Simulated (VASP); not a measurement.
# CaHfO (P-6m2) in VASP: a series of runs

CaHfO is run at these levels: PBE; tasks: single point, relaxation of cell and atoms.

Everything below comes from runs of VASP 6.6.1. Logs are shortened: lines on timing, memory, paths and dates and some standing lists are left out, and cuts for length are marked.

## 1. The cell of the first run

It takes space group P-6m2 (No. 187, hexagonal). Conventional cell: a = 3.602 Å, b = 3.602 Å, c = 6.225 Å, α = 90.00°, β = 90.00°, γ = 120.00°. Ca (site symmetry -6m2) has 3 O at 2.08 Å within 2.8 Å. Within 4.7 Å of Hf (site symmetry -6m2) lie 6 Hf at 3.60 Å and 6 O at 3.74 Å and 6 Ca at 3.74 Å. Within 2.8 Å of O (site symmetry -6m2) lie 3 Ca at 2.08 Å.

The cell was generated, and may not be a known phase.

## 2. Single point, PBE

Contents of INCAR:

```
SYSTEM = CaHfO
PREC     = Accurate       ! precision mode
ENCUT    = 520            ! plane-wave cutoff, eV
EDIFF    = 1E-6           ! SCF threshold, eV
ISMEAR   = 0              ! smearing method
SIGMA    = 0.1            ! smearing width, eV
LREAL    = .False.        ! projectors in reciprocal space
LASPH    = .True.         ! aspherical terms in the spheres
NELM     = 100            ! most SCF steps
ALGO     = Fast           ! electronic algorithm
ISIF     = 2              ! what is computed and relaxed
LWAVE    = .False.        ! write WAVECAR
LCHARG   = .False.        ! write CHGCAR
GGA      = PE             ! functional
NBANDS   = 20             ! bands
```

Contents of KPOINTS:

```
regular mesh
0
Gamma
  6 6 6
  0 0 0
```

Contents of POSCAR:

```
CaHfO
1.0
    3.6018915604     -0.0000000025      0.0000000000
   -1.8009457781      3.1193295942      0.0000000000
    0.0000000000      0.0000000000      6.2246334168
Ca Hf O
1 1 1
Direct
    0.0000000000      0.0000000000      0.5000000000
    0.6666666667      0.3333333333      0.0000000000
    0.3333333333      0.6666666667      0.5000000000
```

Potentials or basis: VASP PAW PBE potentials, release 64 (Ca_sv, Hf_pv, O).

Command:

```sh
cat potpaw_PBE.64/Ca_sv/POTCAR potpaw_PBE.64/Hf_pv/POTCAR potpaw_PBE.64/O/POTCAR > POTCAR
mpirun -np 1 vasp_std > vasp.out
```

OUTCAR:

```text
SYSTEM = CaHfO
   PREC = Accurate
   ENCUT = 520
   EDIFF = 1E-6
   ISMEAR = 0
   LREAL = .False.
   LASPH = .True.
   NELM = 100
   ISIF = 2
   GGA = PE

 ion  position               nearest neighbor table
   1  0.000  0.000  0.500-   3 2.08   3 2.08   3 2.08
   2  0.667  0.333  0.000-
   3  0.333  0.667  0.500-   1 2.08   1 2.08   1 2.08

  LATTYP: Found a hexagonal cell.
 ALAT       =     3.6018915604
 C/A-ratio  =     1.7281568066

  Lattice vectors:

 A1 = (   3.6018915604,  -0.0000000025,   0.0000000000)
 A2 = (  -1.8009457781,   3.1193295942,   0.0000000000)
 A3 = (   0.0000000000,   0.0000000000,   6.2246334168)

Analysis of symmetry for initial positions (statically):
=====================================================================
 Subroutine PRICEL returns:
 Original cell was already a primitive cell.

 Routine SETGRP: Setting up the symmetry group for a
 hexagonal supercell.

 Subroutine GETGRP returns: Found 12 space group operations
 (whereof 12 operations were pure point group operations)
 out of a pool of 24 trial point group operations.

The static configuration has the point symmetry D_3h.

Analysis of symmetry for dynamics (positions and initial velocities):
=====================================================================
 Subroutine PRICEL returns:
 Original cell was already a primitive cell.

 Routine SETGRP: Setting up the symmetry group for a
 hexagonal supercell.

 Subroutine GETGRP returns: Found 12 space group operations
 (whereof 12 operations were pure point group operations)
 out of a pool of 24 trial point group operations.

The dynamic configuration has the point symmetry D_3h.

 Subroutine INISYM returns: Found 12 space group operations
 (whereof 12 operations are pure point group operations),
 and found     1 'primitive' translations

----------------------------------------------------------------------------------------

                                     Primitive cell

  volume of cell :      69.9368

  direct lattice vectors                    reciprocal lattice vectors
     3.601891560 -0.000000003  0.000000000     0.277631901  0.160290852  0.000000000
    -1.800945778  3.119329594  0.000000000     0.000000000  0.320581705  0.000000000
     0.000000000  0.000000000  6.224633417     0.000000000  0.000000000  0.160652031

  length of vectors
[... 76 lines left out ...]
   ISTART =      0    job   : 0-new  1-cont  2-samecut
   ICHARG =      2    charge: 1-file 2-atom 10-const
   ISPIN  =      1    spin polarized calculation?
   LNONCOLLINEAR =      F non collinear calculations
   LSORBIT =      F    spin-orbit coupling
   LASPH  =      T    aspherical Exc in radial PAW
   ENCUT  =  520.0 eV  38.22 Ry    6.18 a.u.   6.70  6.70 11.57*2*pi/ulx,y,z
   NELM   =    100;   NELMIN=  2; NELMDL= -5     # of ELM steps
   EDIFF  = 0.1E-05   stopping-criterion for ELM
   LREAL  =      F    real-space projection
[... 7 lines left out ...]
   TEBEG  =    0.0;   TEEND  =   0.0 temperature during run
   PSTRESS=    0.0 pullay stress
   NELECT =      26.0000    total number of electrons
   NUPDOWN=      -1.0000    fix difference up-down
   EMIN   =  10.00;   EMAX   =-10.00  energy-range for DOS
   EFERMI =   0.00;   METHOD = LEGACY
   ISMEAR =     0;   SIGMA  =   0.10  broadening in eV -4-tet -1-fermi 0-gaus
   EFERMI_NEDOS =   21; number of points for ismear=-14 and -15
   IALGO  =     68    algorithm
   IMIX   =      4    mixing-type and parameters
     AMIX     =   0.40;   BMIX     =  1.00
     AMIX_MAG =   1.60;   BMIX_MAG =  1.00
  volume/ion in A,a.u.               =      23.31       157.32
  Fermi-wavevector in a.u.,A,eV,Ry     =   1.177147  2.224485 18.853256  1.385675
  Thomas-Fermi vector in A             =   2.313499
   LORBIT       =      0    0 simple, 1 ext, 2 COOP (PROOUT), +10 PAW based schemes
   GGA     = PE    functional components
   LHFCALC =     F    Hartree Fock is set to
   AEXX    =    0.0000 exact exchange contribution
   IVDW    =     0    specifies the selected vdW correction
   LEPSILON=     F    determine dielectric tensor
   LRPA    =     F    only Hartree local field effects (RPA)
 non-spin polarized calculation
 RMM-DIIS sequential band-by-band and
 Gauss-broadening in eV      SIGMA  =   0.10
  energy-cutoff  :      520.00
  volume of cell :       69.94
 maximum number of plane-waves:      1919
 NGX is ok and might be reduce to    28
   NGX = 13   NGY = 13   NGZ = 23

 number of electron      26.0000005 magnetization

 Free energy of the ion-electron system (eV)
  ---------------------------------------------------
  ext. energy  EPLUGINS =         0.00000000
  ---------------------------------------------------
  free energy    TOTEN  =       -18.45452411 eV

  energy without entropy =      -18.43227559  energy(sigma->0) =      -18.44339985

 E-fermi :   2.4781     XC(G=0):  -9.3344

 val. band max:        2.4568571716   @ k =   0.1667  -0.0000   0.1667
 cond. band min:       2.4795526880   @ k =   0.1667   0.1667   0.3333
 fundamental gap:      0.0226955163
 Fermi energy:         2.4781406585

 k-point     1 :       0.0000    0.0000    0.0000
  band No.  band energies     occupation
      1     -35.9418      2.00000
      2     -29.8341      2.00000
      3     -29.3821      2.00000
      4     -29.3821      2.00000
      5     -17.1960      2.00000
      6     -16.9440      2.00000
[... 541 lines left out ...]
     19       8.3906      0.00000
     20       8.7771      0.00000

 [... further k-points ...]

------------------------ aborting loop because EDIFF is reached ----------------------------------------

  FORCE on cell =-STRESS in cart. coord.  units (eV):
  Direction    XX          YY          ZZ          XY          YZ          ZX
  --------------------------------------------------------------------------------------
  -------------------------------------------------------------------------------------
  Total        0.1541441      0.1541441      0.1082994     -0.0000000      0.0000000      0.0000000
  in kB        3.5312771      3.5312771      2.4810233     -0.0000000      0.0000000      0.0000000
  external PRESSURE =       3.1811925 kB  Pullay stress =       0.0000000 kB

 VOLUME and BASIS-vectors are now :
 -----------------------------------------------------------------------------
  energy-cutoff  :      520.00
  volume of cell :       69.94
      direct lattice vectors                 reciprocal lattice vectors
     3.601891560 -0.000000003  0.000000000     0.277631901  0.160290852  0.000000000
    -1.800945778  3.119329594  0.000000000     0.000000000  0.320581705  0.000000000
     0.000000000  0.000000000  6.224633417     0.000000000  0.000000000  0.160652031

 POSITION                                       TOTAL-FORCE (eV/Angst)
 -----------------------------------------------------------------------------------
      0.00000      0.00000      3.11232        -0.000000      0.000000      0.000000
      1.80095      1.03978      0.00000        -0.000000      0.000000      0.000000
      0.00000      2.07955      3.11232         0.000000     -0.000000      0.000000
 -----------------------------------------------------------------------------------
    total drift:                               -0.000001      0.000001     -0.000000

  FREE ENERGIE OF THE ION-ELECTRON SYSTEM (eV)
  ---------------------------------------------------
  free  energy   TOTEN  =       -18.4545241113 eV

  energy  without entropy=      -18.4322755950  energy(sigma->0) =      -18.44339985
```

OSZICAR:

```text
N       E                     dE             d eps       ncg     rms          rms(c)
DAV:   1     0.188916666228E+03    0.18892E+03   -0.13876E+04  1120   0.123E+03
DAV:   2    -0.123508526964E+02   -0.20127E+03   -0.19727E+03  1388   0.341E+02
DAV:   3    -0.245719069411E+02   -0.12221E+02   -0.12134E+02  1764   0.695E+01
[... 29 lines left out ...]
RMM:  33    -0.184545195286E+02   -0.14319E-05   -0.14974E-05   587   0.570E-03    0.167E-03
RMM:  34    -0.184545210531E+02   -0.15245E-05   -0.15989E-05   594   0.545E-03    0.100E-03
RMM:  35    -0.184545221348E+02   -0.10817E-05   -0.11196E-05   524   0.498E-03    0.121E-03
RMM:  36    -0.184545232823E+02   -0.11476E-05   -0.11994E-05   533   0.478E-03    0.106E-03
RMM:  37    -0.184545241113E+02   -0.82896E-06   -0.86390E-06   504   0.450E-03
   1 F= -.18454524E+02 E0= -.18443400E+02  d E =-.222485E-01
```

stdout:

```text
POSCAR found type information on POSCAR CaHfO
 POSCAR found :  3 types and       3 ions
 scaLAPACK will be used
 LDA part: xc-table for (Slater+PW92), standard interpolation
 POSCAR, INCAR and KPOINTS ok, starting setup
 FFT: planning ... GRIDC
 FFT: planning ... GRID_SOFT
 FFT: planning ... GRID
 WAVECAR not read
 entering main loop
WARNING in EDDRMM: call to ZHEGV failed, returncode =   6  3     15
```

It took 80 s on 1 thread of Oxide Virtual Turin-like, shared host; peak memory 0.18 GiB.

What came out:

```yaml
Free_energy: -18.4545 eV
Pressure: 0.3 GPa
Band_gap_on_the_k_mesh: zero (bands 13 and 14 overlap by 0.05 eV)
```

Caveat: spin-orbit coupling is left out, which moves the levels of the heavy elements.

## 3. Single point, PBE

This run uses another cell than the first one, of 23.73 Å³/atom.

Contents of INCAR:

```
PREC = Accurate ; ENCUT = 520
EDIFF = 1E-6 ; ISMEAR = 0
SIGMA = 0.1 ; LREAL = F
LASPH = T ; NELM = 60
ALGO = Fast ; ISIF = 2
LWAVE = F ; LCHARG = F
GGA = PE ; NBANDS = 20
```

Contents of KPOINTS:

```
regular mesh
0
Gamma
  12 12 8
```

Contents of POSCAR:

```
CaHfO
1.0
    3.5909017890      0.0000000000      0.0000000000
   -1.7954508945      3.1098121717      0.0000000000
    0.0000000000      0.0000000000      6.3740526444
Ca Hf O
1 1 1
Direct
    0.0000000000      0.0000000000      0.5000000000
    0.6666666667      0.3333333333      0.0000000000
    0.3333333333      0.6666666667      0.5000000000
```

Potentials or basis: VASP PAW PBE potentials, release 64 (Ca_sv, Hf_pv, O).

Command:

```sh
cat potpaw_PBE.64/Ca_sv/POTCAR potpaw_PBE.64/Hf_pv/POTCAR potpaw_PBE.64/O/POTCAR > POTCAR
mpirun -np 1 vasp_std > vasp.out
```

OUTCAR:

```text
PREC = Accurate
   ENCUT = 520
   EDIFF = 1E-6
   ISMEAR = 0
   LREAL = F
   LASPH = T
   NELM = 60
   ISIF = 2
   GGA = PE

 ion  position               nearest neighbor table
   1  0.000  0.000  0.500-   3 2.07   3 2.07   3 2.07
   2  0.667  0.333  0.000-
   3  0.333  0.667  0.500-   1 2.07   1 2.07   1 2.07

  LATTYP: Found a hexagonal cell.
 ALAT       =     3.5909017890
[... 746 lines left out ...]

------------------------ aborting loop because EDIFF is reached ----------------------------------------

  FORCE on cell =-STRESS in cart. coord.  units (eV):
  Direction    XX          YY          ZZ          XY          YZ          ZX
  --------------------------------------------------------------------------------------
  -------------------------------------------------------------------------------------
  Total        0.2230998      0.2230998     -0.0441179      0.0000000     -0.0000000      0.0000000
  in kB        5.0217648      5.0217648     -0.9930527      0.0000000     -0.0000000      0.0000000
  external PRESSURE =       3.0168256 kB  Pullay stress =       0.0000000 kB

 VOLUME and BASIS-vectors are now :
 -----------------------------------------------------------------------------
  energy-cutoff  :      520.00
  volume of cell :       71.18
      direct lattice vectors                 reciprocal lattice vectors
     3.590901789  0.000000000  0.000000000     0.278481579  0.160781415  0.000000000
    -1.795450895  3.109812172  0.000000000     0.000000000  0.321562829  0.000000000
     0.000000000  0.000000000  6.374052644     0.000000000  0.000000000  0.156886059

 POSITION                                       TOTAL-FORCE (eV/Angst)
 -----------------------------------------------------------------------------------
      0.00000      0.00000      3.18703         0.000000     -0.000000      0.000000
      1.79545      1.03660      0.00000        -0.000000      0.000000      0.000000
     -0.00000      2.07321      3.18703         0.000000      0.000000      0.000000
 -----------------------------------------------------------------------------------
    total drift:                               -0.000001      0.000001     -0.000000

  FREE ENERGIE OF THE ION-ELECTRON SYSTEM (eV)
  ---------------------------------------------------
  free  energy   TOTEN  =       -18.4771999693 eV

  energy  without entropy=      -18.4589394614  energy(sigma->0) =      -18.46806972
```

OSZICAR:

```text
N       E                     dE             d eps       ncg     rms          rms(c)
DAV:   1     0.186712260341E+03    0.18671E+03   -0.13848E+04  3800   0.122E+03
DAV:   2    -0.127114447293E+02   -0.19942E+03   -0.19535E+03  4704   0.335E+02
DAV:   3    -0.247251356608E+02   -0.12014E+02   -0.11867E+02  5996   0.681E+01
[... 27 lines left out ...]
RMM:  31    -0.184771948744E+02   -0.17349E-05   -0.17725E-05  2056   0.594E-03    0.169E-03
RMM:  32    -0.184771965243E+02   -0.16499E-05   -0.17100E-05  2608   0.603E-03    0.221E-03
RMM:  33    -0.184771978126E+02   -0.12883E-05   -0.13301E-05  2030   0.527E-03    0.175E-03
RMM:  34    -0.184771990113E+02   -0.11986E-05   -0.12696E-05  2251   0.505E-03    0.117E-03
RMM:  35    -0.184771999693E+02   -0.95802E-06   -0.99184E-06  1918   0.456E-03
   1 F= -.18477200E+02 E0= -.18468070E+02  d E =-.182605E-01
```

Run time: 3.6 min. Hardware: 1 thread of Oxide Virtual Turin-like, shared host; peak memory 0.27 GiB.

What came out:

| Property | Result |
| --- | --- |
| Free energy | -18.4772 eV |
| Pressure | 0.3 GPa |
| Band gap on the k mesh | zero (bands 13 and 14 overlap by 0.36 eV) |

Stress tensor (GPa, compression positive):
```
 0.50  0.00  0.00
 0.00  0.50  0.00
 0.00  0.00 -0.10
```

Caveat: spin-orbit coupling is left out, which moves the levels of the heavy elements.

[end of part 1 of 2]

The gap in the log of VASP goes by the Fermi energy; the results here count the filled bands.